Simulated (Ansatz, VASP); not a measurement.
# One calculation of C, two programs

File INCAR:

```
SYSTEM = C
PREC = Accurate ; ENCUT = 600
EDIFF = 1E-6 ; ISMEAR = 0
SIGMA = 0.02 ; LREAL = .False.
LASPH = .True. ; NELM = 120
ALGO = Normal ; ISIF = 2
LWAVE = .False. ; LCHARG = .False.
GGA = PE ; NBANDS = 11
GGA_COMPAT = .False.
```

Contents of KPOINTS:

```
Automatic mesh
0
Gamma
  12 12 12
  0 0 0
```

Contents of POSCAR:

```
C
1.0
    0.0000000000      1.7493041881      1.7493041881
    1.7493041881      0.0000000000      1.7493041881
    1.7493041881      1.7493041881      0.0000000000
C
2
Direct
    0.0000000000      0.0000000000      0.0000000000
    0.2500000000      0.2500000000      0.2500000000
```

Input for Ansatz:

```yaml
crystal:
  lattice:
    - [0.0, 1.7493041881, 1.7493041881]
    - [1.7493041881, 0.0, 1.7493041881]
    - [1.7493041881, 1.7493041881, 0.0]
  atoms:
    - { symbol: C, position: [0.0, 0.0, 0.0] }
    - { symbol: C, position: [0.25, 0.25, 0.25] }
basis: {}
kpoints:
  mp_grid: { grid: [12, 12, 12] }
hamiltonian:
  xc: pbe
  pseudopotentials: { kind: all_electron, lapw: {} }
scf:
  occupations: { method: gaussian, width: 0.02 }
output:
  forces: true
  stress: true
  eigenvalues: true
```

Alike in both runs: task single point; functional PBE; k mesh 12 × 12 × 12; occupations gaussian, width 0.02 eV; no spin polarisation.

|  | VASP | Ansatz |
| --- | --- | --- |
| version | VASP 6.6.1 | Ansatz 0.2.0 |
| potentials or method | VASP PAW PBE potentials, release 64 (C), cutoff 600 eV | scalar-relativistic, all-electron LAPW |

```csv
,VASP,Ansatz,Ansatz less VASP
gap on the k mesh at the Fermi level (eV),4.29,4.30,+0.009
least direct gap on the mesh (eV),5.75,5.76,+0.011
```

Ansatz ran all-electron here, and VASP with PAW potentials.
